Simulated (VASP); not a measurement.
# TiN (Fm-3m) in VASP: single point with PBE

Aim: the single point of TiN with PBE.

All numbers are computed with VASP 6.6.1; they aren't measurements. Logs are shortened: lines on timing, memory, paths and dates and some standing lists are left out, and cuts for length are marked.

**1. The cell of the first run**

Symmetry: Fm-3m, No. 225, cubic system. The conventional cell has a = 4.238 Å, b = 4.238 Å, c = 4.238 Å, α = 90.00°, β = 90.00°, γ = 90.00°. Within 2.8 Å of Ti (site symmetry m-3m) lie 6 N at 2.12 Å. Within 2.8 Å of N (site symmetry m-3m) lie 6 Ti at 2.12 Å.

**2. Single point, PBE**

Contents of INCAR:

```
SYSTEM = TiN
PREC = Accurate ; ENCUT = 520
EDIFF = 1E-6 ; ISMEAR = 0
SIGMA = 0.05 ; LREAL = .False.
LASPH = .True. ; NELM = 80
ALGO = Normal ; ISIF = 2
LWAVE = .False. ; LCHARG = .True.
GGA = PE ; LELF = .True.
LVHAR = .True. ; NBANDS = 16
```

Contents of KPOINTS:

```
regular mesh
0
Gamma
  12 12 12
  0 0 0
```

Contents of POSCAR:

```
TiN
1.0
    0.0000000000      2.1190000000      2.1190000000
    2.1190000000      0.0000000000      2.1190000000
    2.1190000000      2.1190000000      0.0000000000
Ti N
1 1
Direct
    0.0000000000      0.0000000000      0.0000000000
    0.5000000000      0.5000000000      0.5000000000
```

Potentials or basis: VASP PAW PBE potentials, release 64 (Ti_sv, N).

Launch:

```console
$ cat potpaw_PBE.64/Ti_sv/POTCAR potpaw_PBE.64/N/POTCAR > POTCAR
$ mpirun -np 1 vasp_std > vasp.out
```

OUTCAR:

```text
SYSTEM = TiN
   PREC = Accurate
   ENCUT = 520
   EDIFF = 1E-6
   ISMEAR = 0
   LREAL = .False.
   LASPH = .True.
   NELM = 80
   ISIF = 2
   GGA = PE

 ion  position               nearest neighbor table
   1  0.000  0.000  0.000-   2 2.12   2 2.12   2 2.12   2 2.12   2 2.12   2 2.12
   2  0.500  0.500  0.500-   1 2.12   1 2.12   1 2.12   1 2.12   1 2.12   1 2.12

  LATTYP: Found a face centered cubic cell.
 ALAT       =     4.2380000000

  Lattice vectors:

 A1 = (   0.0000000000,   2.1190000000,   2.1190000000)
 A2 = (   2.1190000000,   0.0000000000,   2.1190000000)
 A3 = (   2.1190000000,   2.1190000000,   0.0000000000)

Analysis of symmetry for initial positions (statically):
=====================================================================
 Subroutine PRICEL returns:
 Original cell was already a primitive cell.

 Routine SETGRP: Setting up the symmetry group for a
 face centered cubic supercell.

 Subroutine GETGRP returns: Found 48 space group operations
 (whereof 48 operations were pure point group operations)
 out of a pool of 48 trial point group operations.

The static configuration has the point symmetry O_h .

Analysis of symmetry for dynamics (positions and initial velocities):
=====================================================================
 Subroutine PRICEL returns:
 Original cell was already a primitive cell.

 Routine SETGRP: Setting up the symmetry group for a
 face centered cubic supercell.

 Subroutine GETGRP returns: Found 48 space group operations
 (whereof 48 operations were pure point group operations)
 out of a pool of 48 trial point group operations.

The dynamic configuration has the point symmetry O_h .

 Subroutine INISYM returns: Found 48 space group operations
 (whereof 48 operations are pure point group operations),
 and found     1 'primitive' translations

----------------------------------------------------------------------------------------

                                     Primitive cell

  volume of cell :      19.0293

  direct lattice vectors                    reciprocal lattice vectors
     0.000000000  2.119000000  2.119000000    -0.235960359  0.235960359  0.235960359
     2.119000000  0.000000000  2.119000000     0.235960359 -0.235960359  0.235960359
     2.119000000  2.119000000  0.000000000     0.235960359  0.235960359 -0.235960359

  length of vectors
     2.996718539  2.996718539  2.996718539     0.408695330  0.408695330  0.408695330

  position of ions in fractional coordinates (direct lattice)
     0.000000000  0.000000000  0.000000000
     0.500000000  0.500000000  0.500000000

  ion indices of the primitive-cell ions
   primitive index   ion index
                 1           1
                 2           2

----------------------------------------------------------------------------------------

 KPOINTS: regular mesh

Automatic generation of k-mesh.
 Grid dimensions read from file:
 generate k-points for:   12   12   12

 Generating k-lattice:

  Cartesian coordinates                     Fractional coordinates (reciprocal lattice)
    -0.019663363  0.019663363  0.019663363     0.083333333  0.000000000  0.000000000
     0.019663363 -0.019663363  0.019663363     0.000000000  0.083333333  0.000000000
     0.019663363  0.019663363 -0.019663363     0.000000000  0.000000000  0.083333333

  Length of vectors
     0.034057944  0.034057944  0.034057944

  Shift w.r.t. Gamma in fractional coordinates (k-lattice)
     0.000000000  0.000000000  0.000000000

 Subroutine IBZKPT returns following result:
 ===========================================

 Found     72 irreducible k-points:

 Following reciprocal coordinates:
            Coordinates               Weight
  0.000000  0.000000  0.000000      1.000000
  0.083333  0.000000  0.000000      8.000000
  0.166667  0.000000  0.000000      8.000000
  0.250000  0.000000  0.000000      8.000000
  0.333333  0.000000  0.000000      8.000000
  0.416667  0.000000  0.000000      8.000000
[... 16 lines left out ...]
  0.500000  0.166667  0.000000     24.000000
 -0.416667  0.166667  0.000000     24.000000
 [... further k-points ...]
   k-points           NKPTS =     72   k-points in BZ     NKDIM =     72   number of bands    NBANDS=     16
   number of dos      NEDOS =    301   number of ions     NIONS =      2
   total plane-waves  NPLWV =  13824
   dimension x,y,z NGX =    24 NGY =   24 NGZ =   24
   dimension x,y,z NGXF=    48 NGYF=   48 NGZF=   48
   ions per type =               1   1
   NGX,Y,Z   is equivalent  to a cutoff of  13.31, 13.31, 13.31 a.u.
   NGXF,Y,Z  is equivalent  to a cutoff of  26.63, 26.63, 26.63 a.u.
 SYSTEM =  TiN
   PREC   = accura    normal or accurate (medium, high low for compatibility)
   ISTART =      0    job   : 0-new  1-cont  2-samecut
   ICHARG =      2    charge: 1-file 2-atom 10-const
   ISPIN  =      1    spin polarized calculation?
   LNONCOLLINEAR =      F non collinear calculations
   LSORBIT =      F    spin-orbit coupling
   LASPH  =      T    aspherical Exc in radial PAW
   ENCUT  =  520.0 eV  38.22 Ry    6.18 a.u.   5.57  5.57  5.57*2*pi/ulx,y,z
   NELM   =     80;   NELMIN=  2; NELMDL= -5     # of ELM steps
   EDIFF  = 0.1E-05   stopping-criterion for ELM
   LREAL  =      F    real-space projection
   EDIFFG = 0.1E-04   stopping-criterion for IOM
   NSW    =      0    number of steps for IOM
   IBRION =     -1    ionic relax: 0-MD 1-quasi-New 2-CG
   NFREE  =      0    steps in history (QN), initial steepest desc. (CG)
   ISIF   =      2    stress and relaxation
   ISYM   =      2    0-nonsym 1-usesym 2-fastsym
   POTIM  = 0.5000    time-step for ionic-motion
   TEBEG  =    0.0;   TEEND  =   0.0 temperature during run
   PSTRESS=    0.0 pullay stress
   NELECT =      17.0000    total number of electrons
   NUPDOWN=      -1.0000    fix difference up-down
   EMIN   =  10.00;   EMAX   =-10.00  energy-range for DOS
   EFERMI =   0.00;   METHOD = LEGACY
   ISMEAR =     0;   SIGMA  =   0.05  broadening in eV -4-tet -1-fermi 0-gaus
   EFERMI_NEDOS =   21; number of points for ismear=-14 and -15
   IALGO  =     38    algorithm
   IMIX   =      4    mixing-type and parameters
     AMIX     =   0.40;   BMIX     =  1.00
     AMIX_MAG =   1.60;   BMIX_MAG =  1.00
  volume/ion in A,a.u.               =       9.51        64.21
  Fermi-wavevector in a.u.,A,eV,Ry     =   1.576704  2.979539 33.824024  2.485996
  Thomas-Fermi vector in A             =   2.677497
   LORBIT       =      0    0 simple, 1 ext, 2 COOP (PROOUT), +10 PAW based schemes
   GGA     = PE    functional components
   LHFCALC =     F    Hartree Fock is set to
   AEXX    =    0.0000 exact exchange contribution
   IVDW    =     0    specifies the selected vdW correction
   LEPSILON=     F    determine dielectric tensor
   LRPA    =     F    only Hartree local field effects (RPA)
 non-spin polarized calculation
 Gauss-broadening in eV      SIGMA  =   0.05
  energy-cutoff  :      520.00
  volume of cell :       19.03
 maximum number of plane-waves:       532
 NGX is ok and might be reduce to    24
   NGX = 11   NGY = 11   NGZ = 11

 number of electron      17.0000002 magnetization

 Free energy of the ion-electron system (eV)
  ---------------------------------------------------
  ext. energy  EPLUGINS =         0.00000000
  ---------------------------------------------------
  free energy    TOTEN  =       -19.63726755 eV

  energy without entropy =      -19.63581743  energy(sigma->0) =      -19.63654249

 E-fermi :  11.4345     XC(G=0): -13.0351

 val. band max:       11.4246764727   @ k =   0.5000   0.2500   0.0833
 cond. band min:      11.4347880422   @ k =   0.1667   0.0000   0.0000
 fundamental gap:      0.0101115695
 Fermi energy:        11.4344804005

 k-point     1 :       0.0000    0.0000    0.0000
  band No.  band energies     occupation
      1     -46.3887      2.00000
      2     -22.3660      2.00000
      3     -22.3660      2.00000
      4     -22.3660      2.00000
      5      -5.6333      2.00000
      6       9.4384      2.00000
[... 8 lines left out ...]
     15      24.6649      0.00000
     16      31.2612      0.00000

 k-point     2 :       0.0833    0.0000    0.0000
  band No.  band energies     occupation
      1     -46.3822      2.00000
      2     -22.4116      2.00000
      3     -22.3698      2.00000
      4     -22.3698      2.00000
      5      -5.4980      2.00000
      6       8.7095      2.00000
[... 8 lines left out ...]
     15      24.7574      0.00000
     16      31.0711      0.00000

 k-point     3 :       0.1667    0.0000    0.0000
  band No.  band energies     occupation
      1     -46.3644      2.00000
      2     -22.5346      2.00000
      3     -22.3802      2.00000
      4     -22.3802      2.00000
      5      -5.1153      2.00000
      6       7.3585      2.00000
[... 8 lines left out ...]
     15      24.7347      0.00000
     16      30.3525      0.00000

 k-point     4 :       0.2500    0.0000    0.0000
  band No.  band energies     occupation
      1     -46.3400      2.00000
      2     -22.6987      2.00000
      3     -22.3942      2.00000
      4     -22.3942      2.00000
      5      -4.5523      2.00000
      6       5.9300      2.00000
[... 8 lines left out ...]
     15      24.4059      0.00000
     16      29.0530      0.00000

 k-point     5 :       0.3333    0.0000    0.0000
  band No.  band energies     occupation
      1     -46.3155      2.00000
      2     -22.8586      2.00000
      3     -22.4083      2.00000
      4     -22.4083      2.00000
      5      -3.9197      2.00000
      6       4.6565      2.00000
[... 8 lines left out ...]
     15      24.4438      0.00000
     16      27.6009      0.00000

 k-point     6 :       0.4167    0.0000    0.0000
  band No.  band energies     occupation
      1     -46.2975      2.00000
      2     -22.9732      2.00000
      3     -22.4185      2.00000
      4     -22.4185      2.00000
      5      -3.3847      2.00000
      6       3.7364      2.00000
[... 8 lines left out ...]
     15      24.9670      0.00000
     16      26.4801      0.00000

 k-point     7 :       0.5000    0.0000    0.0000
  band No.  band energies     occupation
      1     -46.2908      2.00000
      2     -23.0146      2.00000
      3     -22.4222      2.00000
      4     -22.4222      2.00000
      5      -3.1654      2.00000
      6       3.3894      2.00000
[... 8 lines left out ...]
     15      25.2650      0.00000
     16      26.0536      0.00000

 k-point     8 :       0.0833    0.0833    0.0000
  band No.  band energies     occupation
      1     -46.3801      2.00000
      2     -22.4090      2.00000
      3     -22.3798      2.00000
      4     -22.3798      2.00000
      5      -5.4573      2.00000
      6       8.1907      2.00000
[... 8 lines left out ...]
     15      24.8176      0.00000
     16      30.7140      0.00000

 k-point     9 :       0.1667    0.0833    0.0000
  band No.  band energies     occupation
      1     -46.3661      2.00000
      2     -22.4998      2.00000
      3     -22.3956      2.00000
      4     -22.3859      2.00000
      5      -5.1701      2.00000
      6       7.1944      2.00000
[... 8 lines left out ...]
     15      24.8940      0.00000
     16      30.0770      0.00000
[... 172 lines left out ...]
 k-point    19 :       0.1667    0.1667    0.0000
  band No.  band energies     occupation
      1     -46.3564      2.00000
      2     -22.5208      2.00000
      3     -22.4176      2.00000
      4     -22.4176      2.00000
      5      -5.0119      2.00000
      6       6.4903      2.00000
[... 8 lines left out ...]
     15      25.1528      0.00000
     16      29.7124      0.00000

 k-point    20 :       0.2500    0.1667    0.0000
  band No.  band energies     occupation
      1     -46.3381      2.00000
      2     -22.6231      2.00000
      3     -22.4403      2.00000
      4     -22.4342      2.00000
      5      -4.6755      2.00000
      6       5.7716      2.00000
[... 8 lines left out ...]
     15      25.0730      0.00000
     16      28.7298      0.00000

 k-point    21 :       0.3333    0.1667    0.0000
  band No.  band energies     occupation
      1     -46.3158      2.00000
      2     -22.7540      2.00000
      3     -22.4576      2.00000
      4     -22.4548      2.00000
      5      -4.2317      2.00000
      6       5.1261      2.00000
[... 8 lines left out ...]
     15      24.6084      0.00000
     16      27.3127      0.00000

 k-point    22 :       0.4167    0.1667    0.0000
  band No.  band energies     occupation
      1     -46.2957      2.00000
      2     -22.8686      2.00000
      3     -22.4837      2.00000
      4     -22.4648      2.00000
      5      -3.7823      2.00000
      6       4.5513      2.00000
[... 8 lines left out ...]
     15      24.4734      0.00000
     16      26.2019      0.00000

 k-point    23 :       0.5000    0.1667    0.0000
  band No.  band energies     occupation
      1     -46.2831      2.00000
      2     -22.9373      2.00000
      3     -22.5135      2.00000
      4     -22.4602      2.00000
      5      -3.4534      2.00000
      6       4.1136      2.00000
[... 8 lines left out ...]
     15      24.6776      0.00000
     16      25.5111      0.00000

 k-point    24 :      -0.4167    0.1667    0.0000
  band No.  band energies     occupation
      1     -46.2814      2.00000
      2     -22.9445      2.00000
      3     -22.5349      2.00000
      4     -22.4449      2.00000
      5      -3.3659      2.00000
      6       3.9820      2.00000
[... 8 lines left out ...]
     15      24.4793      0.00000
     16      25.5185      0.00000

 [... further k-points ...]

------------------------ aborting loop because EDIFF is reached ----------------------------------------

  FORCE on cell =-STRESS in cart. coord.  units (eV):
  Direction    XX          YY          ZZ          XY          YZ          ZX
  --------------------------------------------------------------------------------------
  -------------------------------------------------------------------------------------
  Total        0.2586930      0.2586930      0.2586930      0.0000000      0.0000000      0.0000000
  in kB       21.7807316     21.7807316     21.7807316      0.0000000      0.0000000      0.0000000
  external PRESSURE =      21.7807316 kB  Pullay stress =       0.0000000 kB

 VOLUME and BASIS-vectors are now :
 -----------------------------------------------------------------------------
  energy-cutoff  :      520.00
  volume of cell :       19.03
      direct lattice vectors                 reciprocal lattice vectors
     0.000000000  2.119000000  2.119000000    -0.235960359  0.235960359  0.235960359
     2.119000000  0.000000000  2.119000000     0.235960359 -0.235960359  0.235960359
     2.119000000  2.119000000  0.000000000     0.235960359  0.235960359 -0.235960359

 POSITION                                       TOTAL-FORCE (eV/Angst)
 -----------------------------------------------------------------------------------
      0.00000      0.00000      0.00000         0.000000      0.000000     -0.000000
      2.11900      2.11900      2.11900        -0.000000     -0.000000      0.000000
 -----------------------------------------------------------------------------------
    total drift:                                0.000000     -0.000000     -0.000000

  FREE ENERGIE OF THE ION-ELECTRON SYSTEM (eV)
  ---------------------------------------------------
  free  energy   TOTEN  =       -19.6372675468 eV

  energy  without entropy=      -19.6358174294  energy(sigma->0) =      -19.63654249
```

It took 26 s on 1 thread of AMD EPYC 7R43 (Zen 3), shared host; peak memory 0.11 GiB.

What came out:

* Free energy: -19.6373 eV
* Pressure: 2.2 GPa

Levels at points of the mesh, in eV from the Fermi level:
| k point | band 7 | band 8 | band 9 | band 10 | band 11 | band 12 |
| --- | --- | --- | --- | --- | --- | --- |
| (0.00, 0.00, 0.00) | -2.00 | -2.00 | -0.57 | -0.57 | -0.57 | 0.63 |
| (0.50, 0.00, 0.00) | -5.44 | -5.44 | 1.73 | 1.73 | 2.41 | 5.79 |
| (0.50, 0.50, 0.00) | -3.18 | -3.18 | -3.03 | 1.69 | 2.44 | 2.44 |
